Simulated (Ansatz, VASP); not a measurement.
# Two plane-wave programs on W

INCAR

```
PREC = Accurate
ENCUT = 600
EDIFF = 1E-7
ISMEAR = 0
SIGMA = 0.1
LREAL = False
LASPH = True
NELM = 100
ALGO = Normal
ISIF = 3
LWAVE = False
LCHARG = False
GGA = PS
IBRION = 2
NSW = 100
EDIFFG = -0.01
```

Contents of KPOINTS:

```
Automatic mesh
0
Gamma
  24 24 24
```

File POSCAR:

```
W
1.0
   -1.5784345430      1.5784345430      1.5784345430
    1.5784345430     -1.5784345430      1.5784345430
    1.5784345430      1.5784345430     -1.5784345430
W
1
Direct
    0.0000000000      0.0000000000      0.0000000000
```

Input for Ansatz:

```yaml
crystal:
  lattice:
    - [-1.578434543, 1.578434543, 1.578434543]
    - [1.578434543, -1.578434543, 1.578434543]
    - [1.578434543, 1.578434543, -1.578434543]
  atoms:
    - { symbol: W, position: [0.0, 0.0, 0.0] }
basis:
  ecutwfc: 420
kpoints:
  mp_grid: { grid: [24, 24, 24] }
hamiltonian:
  xc: pbesol
scf:
  occupations: { method: gaussian, width: 0.1 }
output:
  forces: true
  stress: true
  eigenvalues: true
relax:
  adjacent_minimum: "off"
  f_tol: 0.01
  max_steps: 80
  cell: { stress_tol: 0.05 }
```

Alike in both runs: task relaxation of cell and atoms; functional PBEsol; k mesh 24 × 24 × 24; occupations gaussian, width 0.1 eV; no spin polarisation.

```csv
,VASP,Ansatz
version,VASP 6.6.1,Ansatz 0.2.0
potentials or method,"VASP PAW PBE potentials, release 64 (W_sv), cutoff 600 eV","scalar-relativistic, plane waves, PAW"
valence electrons in the cell,14,14
```

Ansatz gave:

```
gap on the k mesh at the Fermi level, each at its own relaxed structure (eV) : none
relaxed volume (Å³/atom)                                                     : 15.69
relaxed cell length with the largest relative difference (Å)                 : 2.732
```

Question: Estimate VASP's values.

Answer: gap on the k mesh at the Fermi level, each at its own relaxed structure (eV): none; relaxed volume (Å³/atom): 15.72; relaxed cell length with the largest relative difference (Å): 2.734.

VASP's potentials were made for PBE, not for PBEsol. A gap of «none» marks a metal or a gap that the smearing closes.

Spin-orbit coupling is off throughout.
